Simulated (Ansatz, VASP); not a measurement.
## One calculation of SiW3, two programs

```xyz
4
Lattice="0.0000 3.1228 3.1228 3.1228 0.0000 3.1228 3.1228 3.1228 0.0000" Properties=species:S:1:pos:R:3 pbc="T T T"
Si    0.0000    0.0000    0.0000
W     4.6841    4.6841    4.6841
W     3.1228    3.1228    3.1228
W     1.5614    1.5614    1.5614
```

Alike in both runs: functional PBE; k mesh 6 × 6 × 6; occupations gaussian, width 0.1 eV; no spin polarisation.

Ansatz relaxed the structure, and its values are those at the end. VASP's run is a single point on that final structure, the one shown.

```csv
,VASP,Ansatz
version,VASP 6.6.1,Ansatz 0.2.0
potentials or method,"VASP PAW PBE potentials, release 64 (Si, W_sv), cutoff 520 eV","scalar-relativistic, plane waves, PAW"
valence electrons in the cell,46,46
```

|  | VASP | Ansatz | Ansatz less VASP |
| --- | --- | --- | --- |
| gap on the k mesh at the Fermi level (eV) | none | none | - |
| pressure (GPa) | 0.3 | -0.1 | -0.40 |

A gap of «none» marks a metal or a gap that the smearing closes.

Spin-orbit coupling is off throughout.
